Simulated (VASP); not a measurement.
Write the native input for VASP 6.6.1 that does the following.

```
Task                   : single point
Functional             : PBEsol
Potentials or basis    : VASP PAW PBE potentials, release 64 (W_sv, S)
Cutoff                 : 520 eV
k mesh                 : 12 × 12 × 2
Occupations            : gaussian, width 0.05 eV
Spin                   : no spin polarisation
Dipole correction      : no
Further INCAR settings : ALGO = Normal; EDIFF = 1e-06; NBANDS = 35
```

The structure of WS2 lies in POSCAR:

```
WS2
1.0
    3.2280036364      0.0000000000      0.0000000000
   -1.6140018182      2.7955331526      0.0000000000
    0.0000000000      0.0000000000     13.0266084735
W S
2 4
Direct
    0.3333333333      0.6666666667      0.2500000000
    0.6666666667      0.3333333333      0.7500000000
    0.3333333333      0.6666666667      0.6134192893
    0.6666666667      0.3333333333      0.1134192893
    0.3333333333      0.6666666667      0.8865807107
    0.6666666667      0.3333333333      0.3865807107
```

This cell differs from its parent crystal: atoms shifted along a free coordinate.

The input as run:

INCAR

```
  PREC = Accurate
  ENCUT = 520
  EDIFF = 1E-6
  ISMEAR = 0
  SIGMA = 0.05
  LREAL = False
  LASPH = True
  NELM = 60
  ALGO = Normal
  ISIF = 2
  LWAVE = False
  LCHARG = False
  GGA = PS
  NBANDS = 35
```

KPOINTS

```
regular mesh
0
Gamma
  12 12 2
```

Potentials or basis: VASP PAW PBE potentials, release 64 (W_sv, S).

The run is started by

```bash
$ cat potpaw_PBE.64/W_sv/POTCAR potpaw_PBE.64/S/POTCAR > POTCAR
$ mpirun -np 1 vasp_std > vasp.out
```

It gave:

- Pressure: -21.9 GPa
- Largest force: 3.454 eV/Å
- Band gap on the k mesh: 0.79 eV (least direct gap 1.61 eV)

Caveat: the cell differs from its parent crystal (atoms shifted along a free coordinate); the stress differs along the axes, from -33 to -16 GPa; the PAW data sets were made with another functional, which shifts forces and pressure a little; spin-orbit coupling is left out, which moves the levels of the heavy elements; this functional lacks dispersion, which binds layers or chains, so the pressure and a relaxed spacing across them are unreliable.

It took 100 s on 1 thread of Intel(R) Xeon(R) Platinum 8259CL CPU @ 2.50GHz (Skylake/Cascade Lake), with other jobs on the host, peak memory 0.29 GiB.
